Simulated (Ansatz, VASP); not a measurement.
## One calculation of Pt, two programs

```
CELL_PARAMETERS angstrom
0.00000 1.79395 2.33213
1.79395 0.00000 2.33213
1.79395 1.79395 0.00000
ATOMIC_POSITIONS crystal
Pt 0.00000 0.00000 0.00000
```

Alike in both runs: task single point; functional PBE; k mesh 12 × 12 × 12; occupations gaussian, width 0.15 eV; no spin polarisation.

|  | VASP | Ansatz |
| --- | --- | --- |
| version | VASP 6.6.1 | Ansatz 0.2.0 |
| potentials or method | VASP PAW PBE potentials, release 64 (Pt), cutoff 520 eV | scalar-relativistic, plane waves, PAW |
| valence electrons in the cell | 10 | 18 |

Ansatz gave:

* gap on the k mesh at the Fermi level (eV): none
* pressure (GPa): 23.9
* traceless stress, the component that is largest in VASP (GPa): -32.77

Task: What did VASP give for the same quantities?

Result: gap on the k mesh at the Fermi level (eV): none; pressure (GPa): 23.3; traceless stress, the component that is largest in VASP (GPa): -32.50.

A gap of «none» marks a metal or a gap that the smearing closes. The functional is the same, so the differences come from potentials, cutoffs and numerics. VASP's potentials hold 10 valence electrons a cell and Ansatz's 18, so a difference there can come from the potentials and not from the codes.

Spin-orbit coupling is off throughout.
